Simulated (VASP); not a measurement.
# Cl (Fd-3m) in VASP: single point with r2SCAN

Aim: the single point of Cl with r2SCAN.

Everything below comes from runs of VASP 6.6.1. Logs are shortened: lines on timing, memory, paths and dates and some standing lists are left out, and cuts for length are marked.

### Step 1. The cell of the first run

The structure is cubic, space group Fd-3m (No. 227). The conventional cell has a = 6.382 Å, b = 6.382 Å, c = 6.382 Å, α = 90.00°, β = 90.00°, γ = 90.00°. Cl (site symmetry -43m) has 4 Cl at 2.76 Å within 3.6 Å.

### Step 2. Single point, r2SCAN

Contents of POSCAR:

```
Cl
1.0
    0.0000000000      3.1911737852      3.1911737852
    3.1911737852      0.0000000000      3.1911737852
    3.1911737852      3.1911737852      0.0000000000
Cl
2
Direct
    0.5000000000      0.5000000000      0.5000000000
    0.7500000000      0.7500000000      0.7500000000
```

Contents of INCAR.step1:

```
PREC = Accurate ; ENCUT = 520
ISMEAR = 0 ; SIGMA = 0.1
LREAL = False ; LASPH = True
NELM = 100 ; NBANDS = 14
GGA = PE ; ALGO = Normal
EDIFF = 1E-4 ; LWAVE = True
LCHARG = False
```

Contents of INCAR.step2:

```
PREC = Accurate ; ENCUT = 520
EDIFF = 1E-6 ; ISMEAR = 0
SIGMA = 0.1 ; LREAL = False
LASPH = True ; NELM = 100
ALGO = Normal ; ISIF = 2
LWAVE = False ; LCHARG = True
METAGGA = R2SCAN ; LMIXTAU = True
LELF = True ; LVHAR = True
NBANDS = 14 ; ISTART = 1
```

Contents of KPOINTS:

```
regular mesh
0
Gamma
  6 6 6
```

Potentials or basis: VASP PAW PBE potentials, release 64 (Cl).

Run with:

```
cat potpaw_PBE.64/Cl/POTCAR > POTCAR
cp INCAR.step1 INCAR
mpirun -np 1 vasp_std > vasp.out
cp INCAR.step2 INCAR
mpirun -np 1 vasp_std > vasp.out
```

OUTCAR:

```text
PREC = Accurate
   ENCUT = 520
   EDIFF = 1E-6
   ISMEAR = 0
   LREAL = False
   LASPH = True
   NELM = 100
   ISIF = 2
   METAGGA = R2SCAN
   ISTART = 1

 ion  position               nearest neighbor table
   1  0.500  0.500  0.500-
   2  0.750  0.750  0.750-

  LATTYP: Found a face centered cubic cell.
 ALAT       =     6.3823475704

  Lattice vectors:

 A1 = (   0.0000000000,   3.1911737852,   3.1911737852)
 A2 = (   3.1911737852,   0.0000000000,   3.1911737852)
 A3 = (   3.1911737852,   3.1911737852,   0.0000000000)

Analysis of symmetry for initial positions (statically):
=====================================================================
 Subroutine PRICEL returns:
 Original cell was already a primitive cell.

 Routine SETGRP: Setting up the symmetry group for a
 face centered cubic supercell.

 Subroutine GETGRP returns: Found 48 space group operations
 (whereof 24 operations were pure point group operations)
 out of a pool of 48 trial point group operations.

The static configuration has the point symmetry T_d .
 The point group associated with its full space group is O_h .

Analysis of symmetry for dynamics (positions and initial velocities):
=====================================================================
 Subroutine PRICEL returns:
 Original cell was already a primitive cell.

 Routine SETGRP: Setting up the symmetry group for a
 face centered cubic supercell.

 Subroutine GETGRP returns: Found 48 space group operations
 (whereof 24 operations were pure point group operations)
 out of a pool of 48 trial point group operations.

The dynamic configuration has the point symmetry T_d .
 The point group associated with its full space group is O_h .

 Subroutine INISYM returns: Found 48 space group operations
 (whereof 24 operations are pure point group operations),
 and found     1 'primitive' translations

----------------------------------------------------------------------------------------

                                     Primitive cell

  volume of cell :      64.9952

  direct lattice vectors                    reciprocal lattice vectors
     0.000000000  3.191173785  3.191173785    -0.156682159  0.156682159  0.156682159
     3.191173785  0.000000000  3.191173785     0.156682159 -0.156682159  0.156682159
     3.191173785  3.191173785  0.000000000     0.156682159  0.156682159 -0.156682159

  length of vectors
     4.513001247  4.513001247  4.513001247     0.271381461  0.271381461  0.271381461

  position of ions in fractional coordinates (direct lattice)
     0.500000000  0.500000000  0.500000000
     0.750000000  0.750000000  0.750000000

  ion indices of the primitive-cell ions
   primitive index   ion index
                 1           1
                 2           2

----------------------------------------------------------------------------------------

 KPOINTS: regular mesh

Automatic generation of k-mesh.
 Grid dimensions read from file:
 generate k-points for:    6    6    6

 Generating k-lattice:

  Cartesian coordinates                     Fractional coordinates (reciprocal lattice)
    -0.026113693  0.026113693  0.026113693     0.166666667  0.000000000  0.000000000
     0.026113693 -0.026113693  0.026113693     0.000000000  0.166666667  0.000000000
     0.026113693  0.026113693 -0.026113693     0.000000000  0.000000000  0.166666667

  Length of vectors
     0.045230243  0.045230243  0.045230243

  Shift w.r.t. Gamma in fractional coordinates (k-lattice)
     0.000000000  0.000000000  0.000000000

 Subroutine IBZKPT returns following result:
 ===========================================

 Found     16 irreducible k-points:

 Following reciprocal coordinates:
            Coordinates               Weight
  0.000000  0.000000  0.000000      1.000000
  0.166667  0.000000  0.000000      8.000000
  0.333333  0.000000  0.000000      8.000000
  0.500000  0.000000  0.000000      4.000000
  0.166667  0.166667  0.000000      6.000000
  0.333333  0.166667  0.000000     24.000000
[... 8 lines left out ...]
 -0.333333  0.333333  0.166667     24.000000
 -0.333333  0.500000  0.166667     12.000000
   k-points           NKPTS =     16   k-points in BZ     NKDIM =     16   number of bands    NBANDS=     14
   number of dos      NEDOS =    301   number of ions     NIONS =      2
   total plane-waves  NPLWV =  46656
   dimension x,y,z NGX =    36 NGY =   36 NGZ =   36
   dimension x,y,z NGXF=    72 NGYF=   72 NGZF=   72
   ions per type =               2
   NGX,Y,Z   is equivalent  to a cutoff of  13.26, 13.26, 13.26 a.u.
   NGXF,Y,Z  is equivalent  to a cutoff of  26.52, 26.52, 26.52 a.u.
 SYSTEM =  unknown system
   PREC   = accura    normal or accurate (medium, high low for compatibility)
   ISTART =      1    job   : 0-new  1-cont  2-samecut
   ICHARG =      0    charge: 1-file 2-atom 10-const
   ISPIN  =      1    spin polarized calculation?
   LNONCOLLINEAR =      F non collinear calculations
   LSORBIT =      F    spin-orbit coupling
   LASPH  =      T    aspherical Exc in radial PAW
   ENCUT  =  520.0 eV  38.22 Ry    6.18 a.u.   8.39  8.39  8.39*2*pi/ulx,y,z
   NELM   =    100;   NELMIN=  2; NELMDL=  0     # of ELM steps
   EDIFF  = 0.1E-05   stopping-criterion for ELM
   LREAL  =      F    real-space projection
[... 7 lines left out ...]
   TEBEG  =    0.0;   TEEND  =   0.0 temperature during run
   PSTRESS=    0.0 pullay stress
   NELECT =      14.0000    total number of electrons
   NUPDOWN=      -1.0000    fix difference up-down
   EMIN   =  10.00;   EMAX   =-10.00  energy-range for DOS
   EFERMI =   0.00;   METHOD = LEGACY
   ISMEAR =     0;   SIGMA  =   0.10  broadening in eV -4-tet -1-fermi 0-gaus
   EFERMI_NEDOS =   21; number of points for ismear=-14 and -15
   IALGO  =     38    algorithm
   IMIX   =      4    mixing-type and parameters
     AMIX     =   0.40;   BMIX     =  1.00
     AMIX_MAG =   1.60;   BMIX_MAG =  1.00
  volume/ion in A,a.u.               =      32.50       219.30
  Fermi-wavevector in a.u.,A,eV,Ry     =   0.981350  1.854482 13.103049  0.963047
  Thomas-Fermi vector in A             =   2.112349
   LORBIT       =      0    0 simple, 1 ext, 2 COOP (PROOUT), +10 PAW based schemes
   METAGGA = R2SCAN    functional components
   LHFCALC =     F    Hartree Fock is set to
   AEXX    =    0.0000 exact exchange contribution
   IVDW    =     0    specifies the selected vdW correction
   LEPSILON=     F    determine dielectric tensor
   LRPA    =     F    only Hartree local field effects (RPA)
 non-spin polarized calculation
 Gauss-broadening in eV      SIGMA  =   0.10
  energy-cutoff  :      520.00
  volume of cell :       65.00
 maximum number of plane-waves:      1807
 NGX is ok and might be reduce to    36
   NGX = 17   NGY = 17   NGZ = 17

 number of electron      13.9999996 magnetization

 Free energy of the ion-electron system (eV)
  ---------------------------------------------------
  ext. energy  EPLUGINS =         0.00000000
  ---------------------------------------------------
  free energy    TOTEN  =       -10.25637827 eV

  energy without entropy =      -10.23127026  energy(sigma->0) =      -10.24382427

 E-fermi :  -1.3106     XC(G=0):  -7.6581

 val. band max:       -1.3118217112   @ k =  -0.3333   0.3333   0.0000
 cond. band min:      -1.2664055949   @ k =  -0.3333   0.1667   0.0000
 fundamental gap:      0.0454161162
 Fermi energy:        -1.3106321030

 k-point     1 :       0.0000    0.0000    0.0000
  band No.  band energies     occupation
      1     -17.3063      2.00000
      2     -14.5923      2.00000
      3      -4.2569      2.00000
      4      -4.2569      2.00000
      5      -4.2569      2.00000
      6      -2.2648      2.00000
      7      -2.2648      2.00000
      8      -2.2648      2.00000
      9       5.4674      0.00000
     10       9.8666      0.00000
     11       9.8666      0.00000
     12      11.4080      0.00000
     13      11.4080      0.00000
     14      11.4080      0.00000

 k-point     2 :       0.1667    0.0000    0.0000
  band No.  band energies     occupation
      1     -17.1931      2.00000
      2     -14.7599      2.00000
      3      -4.3882      2.00000
      4      -4.3881      2.00000
      5      -4.3723      2.00000
      6      -2.1138      2.00000
      7      -2.0918      2.00000
      8      -2.0918      2.00000
      9       6.0002      0.00000
     10       9.4265      0.00000
     11       9.4265      0.00000
     12      10.9268      0.00000
     13      12.4583      0.00000
     14      12.4583      0.00000

 k-point     3 :       0.3333    0.0000    0.0000
  band No.  band energies     occupation
      1     -16.9095      2.00000
      2     -15.1489      2.00000
      3      -4.6296      2.00000
      4      -4.6024      2.00000
      5      -4.6024      2.00000
      6      -1.7987      2.00000
      7      -1.7987      2.00000
      8      -1.7054      2.00000
      9       7.0260      0.00000
     10       9.3150      0.00000
     11       9.3151      0.00000
     12       9.7087      0.00000
     13      12.3027      0.00000
     14      12.3424      0.00000

 k-point     4 :       0.5000    0.0000    0.0000
  band No.  band energies     occupation
      1     -16.7109      2.00000
      2     -15.3987      2.00000
      3      -4.7607      2.00000
      4      -4.6936      2.00000
      5      -4.6936      2.00000
      6      -1.6707      2.00000
      7      -1.6707      2.00000
      8      -1.4583      1.96325
      9       7.7485      0.00000
     10       8.5416      0.00000
     11       9.5388      0.00000
     12       9.5388      0.00000
     13      11.5993      0.00000
     14      11.5993      0.00000

 k-point     5 :       0.1667    0.1667    0.0000
  band No.  band energies     occupation
      1     -17.1525      2.00000
      2     -14.8180      2.00000
      3      -4.5586      2.00000
      4      -4.5586      2.00000
      5      -4.0636      2.00000
      6      -2.4821      2.00000
      7      -1.8713      2.00000
      8      -1.8713      2.00000
      9       6.1874      0.00000
     10       8.4800      0.00000
     11      10.2419      0.00000
[... 140 lines left out ...]
 k-point    14 :       0.5000    0.3333    0.1667
  band No.  band energies     occupation
      1     -16.6347      2.00000
      2     -15.4878      2.00000
      3      -5.2071      2.00000
      4      -4.9172      2.00000
      5      -3.7213      2.00000
      6      -2.5315      2.00000
      7      -1.3615      1.52784
      8      -1.1838      0.07281
      9       7.2989      0.00000
     10       7.6975      0.00000
     11      10.1950      0.00000
     12      11.1341      0.00000
     13      12.5906      0.00000
     14      12.5979      0.00000

 k-point    15 :      -0.3333    0.3333    0.1667
  band No.  band energies     occupation
      1     -16.4050      2.00000
      2     -15.7493      2.00000
      3      -5.3411      2.00000
      4      -5.0198      2.00000
      5      -3.5771      2.00000
      6      -2.5141      2.00000
      7      -1.2663      0.53050
      8      -1.0738      0.00081
      9       7.1867      0.00000
     10       7.6886      0.00000
     11      10.1472      0.00000
     12      11.2525      0.00000
     13      12.3383      0.00000
     14      13.7327      0.00000

 k-point    16 :      -0.3333    0.5000    0.1667
  band No.  band energies     occupation
      1     -16.0848      2.00000
      2     -16.0848      2.00000
      3      -5.2362      2.00000
      4      -5.2362      2.00000
      5      -3.0888      2.00000
      6      -3.0888      2.00000
      7      -1.0451      0.00017
      8      -1.0451      0.00017
      9       7.2697      0.00000
     10       7.2697      0.00000
     11      11.2121      0.00000
     12      11.2121      0.00000
     13      13.2334      0.00000
     14      13.2334      0.00000

------------------------ aborting loop because EDIFF is reached ----------------------------------------

  FORCE on cell =-STRESS in cart. coord.  units (eV):
  Direction    XX          YY          ZZ          XY          YZ          ZX
  --------------------------------------------------------------------------------------
  -------------------------------------------------------------------------------------
  Total        0.0707297      0.0707297      0.0707297      0.0000000      0.0000000      0.0000000
  in kB        1.7435353      1.7435353      1.7435353      0.0000000      0.0000000      0.0000000
  external PRESSURE =       1.7435353 kB  Pullay stress =       0.0000000 kB

 VOLUME and BASIS-vectors are now :
 -----------------------------------------------------------------------------
  energy-cutoff  :      520.00
  volume of cell :       65.00
      direct lattice vectors                 reciprocal lattice vectors
     0.000000000  3.191173785  3.191173785    -0.156682159  0.156682159  0.156682159
     3.191173785  0.000000000  3.191173785     0.156682159 -0.156682159  0.156682159
     3.191173785  3.191173785  0.000000000     0.156682159  0.156682159 -0.156682159

 POSITION                                       TOTAL-FORCE (eV/Angst)
 -----------------------------------------------------------------------------------
      3.19117      3.19117      3.19117        -0.000000     -0.000000     -0.000000
      4.78676      4.78676      4.78676         0.000000      0.000000      0.000000
 -----------------------------------------------------------------------------------
    total drift:                                0.000000      0.000000      0.000000

  FREE ENERGIE OF THE ION-ELECTRON SYSTEM (eV)
  ---------------------------------------------------
  free  energy   TOTEN  =       -10.2563782670 eV

  energy  without entropy=      -10.2312702634  energy(sigma->0) =      -10.24382427
```

Wall time 23 s (1 thread of Intel Xeon 6975P-C (Granite Rapids), shared host); peak memory 0.2 GiB.

Results:

- Free energy: -10.2564 eV
- Pressure: 0.2 GPa
- Band gap on the k mesh: zero (band 7 reaches -0.96 eV, above the bottom of band 8 at -2.26 eV)

Caveat: the PAW data sets were made with another functional, which shifts forces and pressure a little.
